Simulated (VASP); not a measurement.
Rb3Ba, 4 atoms in the cell. It takes space group Fm-3m (No. 225, cubic). The conventional cell has a = 11.029 Å, b = 11.029 Å, c = 11.029 Å, α = 90.00°, β = 90.00°, γ = 90.00°. 

| Property | Result |
| --- | --- |
| Program | VASP 6.6.1 |
| Task | single point |
| Functional | PBE |
| Potentials or basis | VASP PAW PBE potentials, release 64 (Rb_sv, Ba_sv) |
| Cutoff | 520 eV |
| k mesh | 1 × 1 × 1, shifted |
| Occupations | gaussian, width 0.1 eV |
| Spin | no spin polarisation |
| Dipole correction | no |
| Further INCAR settings | ALGO = Fast; EDIFF = 1e-07; NBANDS = 26 |

Potentials or basis: VASP PAW PBE potentials, release 64 (Rb_sv, Ba_sv).

Command:

```console
$ cat potpaw_PBE.64/Rb_sv/POTCAR potpaw_PBE.64/Ba_sv/POTCAR > POTCAR
$ mpirun -np 1 vasp_std > vasp.out
```

Hardware: 1 thread of Intel(R) Xeon(R) 6975P-C (Granite Rapids), on a shared host.

Problem. Estimate the wall time of this run.

Solution. It took 23 s on 1 thread of Intel(R) Xeon(R) 6975P-C (Granite Rapids), with other jobs on the host, peak memory 0.45 GiB. Counts: scf iterations 20, k points 1.
